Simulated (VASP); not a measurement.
# GaSb4 (P4/mmm) in VASP: notebook

Runs on GaSb4. Level: PBE. Tasks: single point.

Everything below comes from runs of VASP 6.6.1. Logs are shortened: lines on timing, memory, paths and dates and some standing lists are left out, and cuts for length are marked.

### Step 1. The cell of the first run

Symmetry: P4/mmm, No. 123, tetragonal system. The conventional cell has a = 4.486 Å, b = 4.486 Å, c = 7.344 Å, α = 90.00°, β = 90.00°, γ = 90.00°. Ga (site symmetry 4/mmm) has 8 Sb at 3.12 Å within 4.1 Å. Sb (site symmetry 2mm) has 5 Sb at 3.00 to 3.17 Å and 2 Ga at 3.12 Å within 4.0 Å.

The cell was generated, and may not be a known phase.

### Step 2. Single point, PBE

File INCAR:

```
PREC = Accurate
ENCUT = 520
EDIFF = 1E-7
ISMEAR = 0
SIGMA = 0.1
LREAL = F
LASPH = T
NELM = 60
ALGO = Normal
ISIF = 2
LWAVE = F
LCHARG = F
GGA = PE
NBANDS = 24
```

File KPOINTS:

```
Automatic mesh
0
Gamma
  4 4 2
```

File POSCAR:

```
GaSb4
1.0
    4.4861320622      0.0000000000      0.0000000000
    0.0000000000      4.4861320622      0.0000000000
    0.0000000000      0.0000000000      7.3443225874
Ga Sb
1 4
Direct
    0.5000000000      0.5000000000      0.0000000000
    0.0000000000      0.5000000000      0.7044708781
    0.5000000000      0.0000000000      0.7044708781
    0.0000000000      0.5000000000      0.2955291219
    0.5000000000      0.0000000000      0.2955291219
```

Potentials or basis: VASP PAW PBE potentials, release 64 (Ga_d, Sb).

Run with:

```sh
$ cat potpaw_PBE.64/Ga_d/POTCAR potpaw_PBE.64/Sb/POTCAR > POTCAR
$ mpirun -np 1 vasp_std > vasp.out
```

OUTCAR:

```text
PREC = Accurate
   ENCUT = 520
   EDIFF = 1E-7
   ISMEAR = 0
   LREAL = F
   LASPH = T
   NELM = 60
   ISIF = 2
   GGA = PE

 ion  position               nearest neighbor table
   1  0.500  0.500  0.000-   2 3.12   3 3.12   4 3.12   5 3.12   3 3.12   5 3.12   2 3.12   4 3.12

   2  0.000  0.500  0.704-   4 3.00   1 3.12   1 3.12   3 3.17   3 3.17   3 3.17   3 3.17
   3  0.500  0.000  0.704-   5 3.00   1 3.12   1 3.12   2 3.17   2 3.17   2 3.17   2 3.17
   4  0.000  0.500  0.296-   2 3.00   1 3.12   1 3.12   5 3.17   5 3.17   5 3.17   5 3.17
   5  0.500  0.000  0.296-   3 3.00   1 3.12   1 3.12   4 3.17   4 3.17   4 3.17   4 3.17

  LATTYP: Found a simple tetragonal cell.
 ALAT       =     4.4861320622
 C/A-ratio  =     1.6371168939

  Lattice vectors:

 A1 = (   4.4861320622,   0.0000000000,   0.0000000000)
 A2 = (   0.0000000000,   4.4861320622,   0.0000000000)
 A3 = (   0.0000000000,   0.0000000000,   7.3443225874)

Analysis of symmetry for initial positions (statically):
=====================================================================
 Subroutine PRICEL returns:
 Original cell was already a primitive cell.

 Routine SETGRP: Setting up the symmetry group for a
 simple tetragonal supercell.

 Subroutine GETGRP returns: Found 16 space group operations
 (whereof 16 operations were pure point group operations)
 out of a pool of 16 trial point group operations.

The static configuration has the point symmetry D_4h.

Analysis of symmetry for dynamics (positions and initial velocities):
=====================================================================
 Subroutine PRICEL returns:
 Original cell was already a primitive cell.

 Routine SETGRP: Setting up the symmetry group for a
 simple tetragonal supercell.

 Subroutine GETGRP returns: Found 16 space group operations
 (whereof 16 operations were pure point group operations)
 out of a pool of 16 trial point group operations.

The dynamic configuration has the point symmetry D_4h.

 Subroutine INISYM returns: Found 16 space group operations
 (whereof 16 operations are pure point group operations),
 and found     1 'primitive' translations

----------------------------------------------------------------------------------------

                                     Primitive cell

  volume of cell :     147.8073

  direct lattice vectors                    reciprocal lattice vectors
     4.486132062  0.000000000  0.000000000     0.222909176  0.000000000  0.000000000
     0.000000000  4.486132062  0.000000000     0.000000000  0.222909176  0.000000000
     0.000000000  0.000000000  7.344322587     0.000000000  0.000000000  0.136159596

  length of vectors
     4.486132062  4.486132062  7.344322587     0.222909176  0.222909176  0.136159596

  position of ions in fractional coordinates (direct lattice)
     0.500000000  0.500000000  0.000000000
     0.000000000  0.500000000  0.704470878
     0.500000000  0.000000000  0.704470878
     0.000000000  0.500000000  0.295529122
     0.500000000  0.000000000  0.295529122

  ion indices of the primitive-cell ions
   primitive index   ion index
                 1           1
                 2           2
                 3           3
                 4           4
                 5           5

----------------------------------------------------------------------------------------

 KPOINTS: Automatic mesh

Automatic generation of k-mesh.
 Grid dimensions read from file:
 generate k-points for:    4    4    2

 Generating k-lattice:

  Cartesian coordinates                     Fractional coordinates (reciprocal lattice)
     0.055727294  0.000000000  0.000000000     0.250000000  0.000000000  0.000000000
     0.000000000  0.055727294  0.000000000     0.000000000  0.250000000  0.000000000
     0.000000000  0.000000000  0.068079798     0.000000000  0.000000000  0.500000000

  Length of vectors
     0.055727294  0.055727294  0.068079798

  Shift w.r.t. Gamma in fractional coordinates (k-lattice)
     0.000000000  0.000000000  0.000000000

 Subroutine IBZKPT returns following result:
 ===========================================

 Found     12 irreducible k-points:

 Following reciprocal coordinates:
            Coordinates               Weight
  0.000000  0.000000  0.000000      1.000000
  0.250000  0.000000  0.000000      4.000000
  0.500000  0.000000  0.000000      2.000000
  0.250000  0.250000  0.000000      4.000000
  0.500000  0.250000  0.000000      4.000000
  0.500000  0.500000  0.000000      1.000000
  0.000000  0.000000  0.500000      1.000000
  0.250000  0.000000  0.500000      4.000000
  0.500000  0.000000  0.500000      2.000000
  0.250000  0.250000  0.500000      4.000000
  0.500000  0.250000  0.500000      4.000000
  0.500000  0.500000  0.500000      1.000000
   k-points           NKPTS =     12   k-points in BZ     NKDIM =     12   number of bands    NBANDS=     24
   number of dos      NEDOS =    301   number of ions     NIONS =      5
   total plane-waves  NPLWV =  72576
   dimension x,y,z NGX =    36 NGY =   36 NGZ =   56
   dimension x,y,z NGXF=    72 NGYF=   72 NGZF=  112
   ions per type =               1   4
   NGX,Y,Z   is equivalent  to a cutoff of  13.34, 13.34, 12.68 a.u.
   NGXF,Y,Z  is equivalent  to a cutoff of  26.68, 26.68, 25.35 a.u.
 SYSTEM =  unknown system
   PREC   = accura    normal or accurate (medium, high low for compatibility)
   ISTART =      0    job   : 0-new  1-cont  2-samecut
   ICHARG =      2    charge: 1-file 2-atom 10-const
   ISPIN  =      1    spin polarized calculation?
   LNONCOLLINEAR =      F non collinear calculations
   LSORBIT =      F    spin-orbit coupling
   LASPH  =      T    aspherical Exc in radial PAW
   ENCUT  =  520.0 eV  38.22 Ry    6.18 a.u.   8.34  8.34 13.66*2*pi/ulx,y,z
   NELM   =     60;   NELMIN=  2; NELMDL= -5     # of ELM steps
   EDIFF  = 0.1E-06   stopping-criterion for ELM
   LREAL  =      F    real-space projection
   EDIFFG = 0.1E-05   stopping-criterion for IOM
   NSW    =      0    number of steps for IOM
   IBRION =     -1    ionic relax: 0-MD 1-quasi-New 2-CG
   NFREE  =      0    steps in history (QN), initial steepest desc. (CG)
   ISIF   =      2    stress and relaxation
   ISYM   =      2    0-nonsym 1-usesym 2-fastsym
   POTIM  = 0.5000    time-step for ionic-motion
   TEBEG  =    0.0;   TEEND  =   0.0 temperature during run
   PSTRESS=    0.0 pullay stress
   NELECT =      33.0000    total number of electrons
   NUPDOWN=      -1.0000    fix difference up-down
   EMIN   =  10.00;   EMAX   =-10.00  energy-range for DOS
   EFERMI =   0.00;   METHOD = LEGACY
   ISMEAR =     0;   SIGMA  =   0.10  broadening in eV -4-tet -1-fermi 0-gaus
   EFERMI_NEDOS =   21; number of points for ismear=-14 and -15
   IALGO  =     38    algorithm
   IMIX   =      4    mixing-type and parameters
     AMIX     =   0.40;   BMIX     =  1.00
     AMIX_MAG =   1.60;   BMIX_MAG =  1.00
  volume/ion in A,a.u.               =      29.56       199.49
  Fermi-wavevector in a.u.,A,eV,Ry     =   0.993149  1.876779 13.420024  0.986344
  Thomas-Fermi vector in A             =   2.125010
   LORBIT       =      0    0 simple, 1 ext, 2 COOP (PROOUT), +10 PAW based schemes
   GGA     = PE    functional components
   LHFCALC =     F    Hartree Fock is set to
   AEXX    =    0.0000 exact exchange contribution
   IVDW    =     0    specifies the selected vdW correction
   LEPSILON=     F    determine dielectric tensor
   LRPA    =     F    only Hartree local field effects (RPA)
 non-spin polarized calculation
 Gauss-broadening in eV      SIGMA  =   0.10
  energy-cutoff  :      520.00
  volume of cell :      147.81
 maximum number of plane-waves:      4028
 NGX is ok and might be reduce to    36
   NGX = 17   NGY = 17   NGZ = 27

 number of electron      32.9999992 magnetization

 Free energy of the ion-electron system (eV)
  ---------------------------------------------------
  ext. energy  EPLUGINS =         0.00000000
  ---------------------------------------------------
  free energy    TOTEN  =       -18.99163004 eV

  energy without entropy =      -18.97975907  energy(sigma->0) =      -18.98569455

 E-fermi :   6.2492     XC(G=0):  -9.4635

 val. band max:        6.1174337789   @ k =   0.5000   0.0000   0.5000
 cond. band min:       6.2572067936   @ k =   0.5000   0.0000   0.5000
 fundamental gap:      0.1397730146
 Fermi energy:         6.2491757579

 k-point     1 :       0.0000    0.0000    0.0000
  band No.  band energies     occupation
      1      -8.5296      2.00000
      2      -8.5296      2.00000
      3      -8.5286      2.00000
      4      -8.5204      2.00000
      5      -8.5060      2.00000
      6      -5.8789      2.00000
[... 16 lines left out ...]
     23       9.5780      0.00000
     24      10.5047      0.00000

 k-point     2 :       0.2500    0.0000    0.0000
  band No.  band energies     occupation
      1      -8.5360      2.00000
      2      -8.5293      2.00000
      3      -8.5247      2.00000
      4      -8.5190      2.00000
      5      -8.5071      2.00000
      6      -5.4509      2.00000
[... 16 lines left out ...]
     23       9.3643      0.00000
     24       9.9604      0.00000

 k-point     3 :       0.5000    0.0000    0.0000
  band No.  band energies     occupation
      1      -8.5421      2.00000
      2      -8.5290      2.00000
      3      -8.5214      2.00000
      4      -8.5171      2.00000
      5      -8.5082      2.00000
      6      -4.3144      2.00000
[... 16 lines left out ...]
     23       9.2530      0.00000
     24      10.0463      0.00000
[... 190 lines left out ...]
 k-point    11 :       0.5000    0.2500    0.5000
  band No.  band energies     occupation
      1      -8.5423      2.00000
      2      -8.5354      2.00000
      3      -8.5171      2.00000
      4      -8.5153      2.00000
      5      -8.5095      2.00000
      6      -3.7436      2.00000
[... 16 lines left out ...]
     23      10.0488      0.00000
     24      11.2380      0.00000

 k-point    12 :       0.5000    0.5000    0.5000
  band No.  band energies     occupation
      1      -8.5415      2.00000
      2      -8.5415      2.00000
      3      -8.5154      2.00000
      4      -8.5114      2.00000
      5      -8.5108      2.00000
      6      -3.3662      2.00000
[... 16 lines left out ...]
     23      11.2686      0.00000
     24      12.0031      0.00000

------------------------ aborting loop because EDIFF is reached ----------------------------------------

  FORCE on cell =-STRESS in cart. coord.  units (eV):
  Direction    XX          YY          ZZ          XY          YZ          ZX
  --------------------------------------------------------------------------------------
  -------------------------------------------------------------------------------------
  Total       -0.0290519     -0.0290519      0.1547870      0.0000000      0.0000000      0.0000000
  in kB       -0.3149125     -0.3149125      1.6778351      0.0000000      0.0000000      0.0000000
  external PRESSURE =       0.3493367 kB  Pullay stress =       0.0000000 kB

 VOLUME and BASIS-vectors are now :
 -----------------------------------------------------------------------------
  energy-cutoff  :      520.00
  volume of cell :      147.81
      direct lattice vectors                 reciprocal lattice vectors
     4.486132062  0.000000000  0.000000000     0.222909176  0.000000000  0.000000000
     0.000000000  4.486132062  0.000000000     0.000000000  0.222909176  0.000000000
     0.000000000  0.000000000  7.344322587     0.000000000  0.000000000  0.136159596

 POSITION                                       TOTAL-FORCE (eV/Angst)
 -----------------------------------------------------------------------------------
      2.24307      2.24307      0.00000         0.000000      0.000000      0.000000
      0.00000      2.24307      5.17386         0.000000      0.000000     -0.005237
      2.24307      0.00000      5.17386         0.000000      0.000000     -0.005237
      0.00000      2.24307      2.17046         0.000000     -0.000000      0.005237
      2.24307      0.00000      2.17046        -0.000000     -0.000000      0.005237
 -----------------------------------------------------------------------------------
    total drift:                                0.000000      0.000000      0.000000

  FREE ENERGIE OF THE ION-ELECTRON SYSTEM (eV)
  ---------------------------------------------------
  free  energy   TOTEN  =       -18.9916300363 eV

  energy  without entropy=      -18.9797590704  energy(sigma->0) =      -18.98569455
```

Wall time 23 s (1 thread of Intel Xeon 6975P-C (Granite Rapids), shared host); peak memory 0.26 GiB.

Results:

```yaml
Free_energy: -18.9916 eV
Pressure: 0.0 GPa
Largest_force: 0.005 eV/Å
Band_gap_on_the_k_mesh: zero (an odd number of electrons rules out a gap without spin polarisation)
```

Forces in eV/Å, atoms in the order of the input:
```
Ga   0.000  0.000  0.000
Sb   0.000  0.000 -0.005
Sb   0.000  0.000 -0.005
Sb   0.000  0.000  0.005
Sb   0.000  0.000  0.005
```

Stress tensor (GPa, compression positive):
```
-0.03  0.00  0.00
 0.00 -0.03  0.00
 0.00  0.00  0.17
```

Caveat: the k points lie up to 0.43 Å⁻¹ apart, too coarse for converged energies and pressures of a metal; spin-orbit coupling is left out, which moves the levels of the heavy elements; an odd number of electrons without spin polarisation forces a metal; a magnetic or distorted state may lie lower.

### Step 3. Single point, PBE

This run uses another cell than the first one, of 31.79 Å³/atom.

File INCAR:

```
  PREC = Accurate
  ENCUT = 520
  EDIFF = 1E-7
  ISMEAR = 0
  SIGMA = 0.1
  LREAL = F
  LASPH = T
  NELM = 60
  ALGO = Normal
  ISIF = 2
  LWAVE = F
  LCHARG = F
  GGA = PE
  NBANDS = 24
```

File KPOINTS:

```
regular mesh
0
Gamma
  4 4 2
```

File POSCAR:

```
GaSb4
1.0
    4.5053529400      0.0000000000      0.0000000000
    0.0000000000      4.5053529400      0.0000000000
    0.0000000000      0.0000000000      7.8311105700
Ga Sb
1 4
Direct
    0.5000000000      0.5000000000      0.0000000000
    0.0000000000      0.5000000000      0.7268193900
    0.5000000000      0.0000000000      0.7268193900
    0.0000000000      0.5000000000      0.2731806100
    0.5000000000      0.0000000000      0.2731806100
```

Potentials or basis: VASP PAW PBE potentials, release 64 (Ga_d, Sb).

Run with:

```sh
$ cat potpaw_PBE.64/Ga_d/POTCAR potpaw_PBE.64/Sb/POTCAR > POTCAR
$ mpirun -np 1 vasp_std > vasp.out
```

It took 25 s on 1 thread of Intel Xeon 6975P-C (Granite Rapids), shared host; peak memory 0.27 GiB.

The run converged. Its results:

```
Free energy            : -18.4684 eV
Pressure               : -3.3 GPa
Largest force          : 0.224 eV/Å
Band gap on the k mesh : zero (an odd number of electrons rules out a gap without spin polarisation)
```

Forces in eV/Å, atoms in the order of the input:
```
Ga   0.000  0.000  0.000
Sb   0.000  0.000 -0.224
Sb   0.000  0.000 -0.224
Sb   0.000  0.000  0.224
Sb   0.000  0.000  0.224
```

Stress tensor (GPa, compression positive):
```
-2.74  0.00  0.00
 0.00 -2.74  0.00
 0.00  0.00 -4.53
```

Levels at points of the mesh, in eV from the Fermi level:
| k point | band 12 | band 13 | band 14 | band 15 | band 16 | band 17 | band 18 | band 19 | band 20 | band 21 |
| --- | --- | --- | --- | --- | --- | --- | --- | --- | --- | --- |
| (0.00, 0.00, 0.00) | -2.98 | -2.08 | -2.08 | -0.88 | -0.52 | -0.09 | 2.32 | 2.32 | 2.95 | 3.04 |
| (0.50, 0.00, 0.00) | -1.32 | -1.02 | -0.58 | -0.48 | -0.14 | -0.14 | 0.10 | 0.67 | 1.03 | 1.36 |
| (0.50, 0.50, 0.00) | -4.43 | -3.70 | -2.63 | -2.63 | -1.97 | 1.66 | 1.66 | 2.66 | 4.15 | 4.56 |
| (0.00, 0.00, 0.50) | -2.64 | -2.64 | -2.53 | -2.53 | 0.94 | 1.03 | 1.92 | 2.30 | 2.79 | 2.79 |
| (0.50, 0.00, 0.50) | -1.48 | -1.39 | -1.06 | -0.60 | -0.40 | -0.38 | -0.13 | -0.11 | 0.06 | 0.41 |
| (0.50, 0.50, 0.50) | -4.25 | -3.95 | -1.16 | -1.04 | -1.04 | -0.98 | -0.98 | 2.26 | 4.12 | 4.23 |

Caveat: the k points lie up to 0.40 Å⁻¹ apart, too coarse for converged energies and pressures of a metal; spin-orbit coupling is left out, which moves the levels of the heavy elements; an odd number of electrons without spin polarisation forces a metal; a magnetic or distorted state may lie lower.

(Part 1 of 2 ends here.)

The gap in the log of VASP goes by the Fermi energy; the results here count the filled bands.